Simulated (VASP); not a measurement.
Wanted: the native input for a VASP 6.6.1 run.

```yaml
Task: single point
Functional: HSE06
Potentials_or_basis: VASP PAW PBE potentials, release 64 (Na_pv, S)
Cutoff: 400 eV
k_mesh: 4 × 4 × 4
Occupations: methfessel-paxton, width 0.5 eV
Spin: no spin polarisation
Dipole_correction: no
Grid_for_exact_exchange_PRECFOCK: Normal
Further_INCAR_settings: ALGO = Normal; EDIFF = 1e-06; NBANDS = 17
Share_of_exact_exchange: 0.25
Screening_parameter: 0.2079 1/Å
```

Crystal: Na2S.

```xyz
3
Lattice="0.0000 3.2554 3.2554 3.2554 0.0000 3.2554 3.2554 3.2554 0.0000" Properties=species:S:1:pos:R:3 pbc="T T T"
Na    1.6277    1.6277    1.6277
Na    4.8831    4.8831    4.8831
S     0.0000    0.0000    0.0000
```

The input as run:

POSCAR

```
Na2S
1.0
    0.0000000000      3.2554286299      3.2554286299
    3.2554286299      0.0000000000      3.2554286299
    3.2554286299      3.2554286299      0.0000000000
Na S
2 1
Direct
    0.2500000000      0.2500000000      0.2500000000
    0.7500000000      0.7500000000      0.7500000000
    0.0000000000      0.0000000000      0.0000000000
```

INCAR.step1

```
PREC = Accurate
ENCUT = 400
EDIFF = 1E-5
ISMEAR = 1
SIGMA = 0.5
LREAL = F
LASPH = T
NELM = 120
ALGO = Normal
ISIF = 2
LWAVE = T
LCHARG = F
GGA = PE
NBANDS = 17
GGA_COMPAT = F
```

INCAR.step2

```
PREC = Accurate
ENCUT = 400
EDIFF = 1E-6
ISMEAR = 1
SIGMA = 0.5
LREAL = F
LASPH = T
NELM = 120
ALGO = Normal
ISIF = 2
LWAVE = F
LCHARG = F
GGA = PE
LHFCALC = T
HFSCREEN = 0.2079
PRECFOCK = Normal
ISTART = 1
NBANDS = 17
GGA_COMPAT = F
```

KPOINTS

```
regular mesh
0
Gamma
  4 4 4
```

Potentials or basis: VASP PAW PBE potentials, release 64 (Na_pv, S).

Command:

```sh
$ cat potpaw_PBE.64/Na_pv/POTCAR potpaw_PBE.64/S/POTCAR > POTCAR
$ cp INCAR.step1 INCAR
$ mpirun -np 1 vasp_std > vasp.out
$ cp INCAR.step2 INCAR
$ mpirun -np 1 vasp_std > vasp.out
```

It gave:

```yaml
Pressure: 0.0 GPa
Band_gap_on_the_k_mesh: 3.51 eV
```

Caveat: the PAW data sets were made with another functional, which shifts forces and pressure a little.

It took 4.2 min on 1 thread of Intel(R) Xeon(R) Platinum 8488C (Sapphire Rapids), on a shared host, peak memory 0.26 GiB.
